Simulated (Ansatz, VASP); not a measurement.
**One calculation of Al, two programs**

INCAR

```
PREC = Accurate
ENCUT = 500
EDIFF = 1E-6
ISMEAR = -1
SIGMA = 0.1
LREAL = False
LASPH = True
NELM = 120
ALGO = Normal
ISIF = 2
LWAVE = False
LCHARG = True
GGA = PE
LELF = True
LVHAR = True
NBANDS = 12
GGA_COMPAT = False
```

KPOINTS

```
regular mesh
0
Gamma
  9 9 12
```

File POSCAR:

```
Al
1.0
    4.4582197075      0.0000000000      0.0000000000
   -2.2291098537      3.8609315223      0.0000000000
    0.0000000000      0.0000000000      2.7584022545
Al
3
Direct
    1.0000000000      0.0000000000      0.0000000000
    0.3333333333      0.6666666667      0.5000000000
    0.6666666667      0.3333333333      0.5000000000
```

Input for Ansatz:

```yaml
crystal:
  lattice:
    - [4.4582197075, 0.0, 0.0]
    - [-2.2291098537, 3.8609315223, 0.0]
    - [0.0, 0.0, 2.7584022545]
  atoms:
    - { symbol: Al, position: [1.0, 0.0, 0.0] }
    - { symbol: Al, position: [0.3333333333, 0.6666666667, 0.5] }
    - { symbol: Al, position: [0.6666666667, 0.3333333333, 0.5] }
hamiltonian:
  xc: pbe
  pseudopotentials:
    kind: paw
    azcp:
      Al: "pseudopotentials/Al.paw.azcp"
basis:
  ecutwfc: 420
  fft_grid_basis: typed
kpoints:
  mp_grid: { grid: [9, 9, 12], shift: [0, 0, 0] }
magnetization:
  spin_polarized: false
scf:
  occupations: { method: fermi_dirac, width: 0.1 }
  lower_state_search: "off"
output:
  stress: true
```

Alike in both runs: task single point; functional PBE; k mesh 9 × 9 × 12; occupations fermi-dirac, width 0.1 eV; no spin polarisation.

|  | VASP | Ansatz |
| --- | --- | --- |
| version | VASP 6.6.1 | Ansatz 0.2.0 |
| potentials or method | VASP PAW PBE potentials, release 64 (Al), cutoff 500 eV | plane waves (420 eV) with PAW, scalar-relativistic |
| valence electrons in the cell | 9 | 9 |

|  | VASP | Ansatz | Ansatz less VASP |
| --- | --- | --- | --- |
| pressure (GPa) | 6.9 | 6.9 | +0.02 |
| traceless stress, the component that is largest in VASP (GPa) | -1.94 | -1.94 | -0.009 |
